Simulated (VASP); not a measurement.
## Cs: single point with LDA

The system is Cs.

```
Cs
1.0
     5.15255    0.00000    0.00000
    -2.57627    4.46224    0.00000
     0.00000    0.00000    8.34712
Cs
2
Direct
  0.33333 0.66667 0.25000
  0.66667 0.33333 0.75000
```

```yaml
Program: VASP 6.6.1
Task: single point
Functional: LDA
Potentials_or_basis: VASP PAW LDA potentials, release 64 (Cs_sv)
Cutoff: 520 eV
k_mesh: 9 × 9 × 5
Occupations: fermi-dirac, width 0.1 eV
Spin: no spin polarisation
```

```json
{
  "Pressure": "0.0 GPa",
  "Band gap on the k mesh": "zero (band 9 reaches 1.57 eV, above the bottom of band 10 at -0.09 eV)"
}
```

Levels at points of the mesh, in eV from the Fermi level:
| k point | band 5 | band 6 | band 7 | band 8 | band 9 | band 10 | band 11 | band 12 | band 13 | band 14 |
| --- | --- | --- | --- | --- | --- | --- | --- | --- | --- | --- |
| (0.00, 0.00, 0.00) | -10.45 | -10.41 | -10.41 | -10.41 | -1.87 | -0.12 | 1.07 | 2.42 | 2.42 | 2.49 |

It took 87 s on 1 thread of Intel(R) Xeon(R) Platinum 8175M CPU @ 2.50GHz (Skylake/Cascade Lake), with other jobs on the host, peak memory 0.27 GiB.

Caveat: spin-orbit coupling is left out, which moves the levels of the heavy elements.
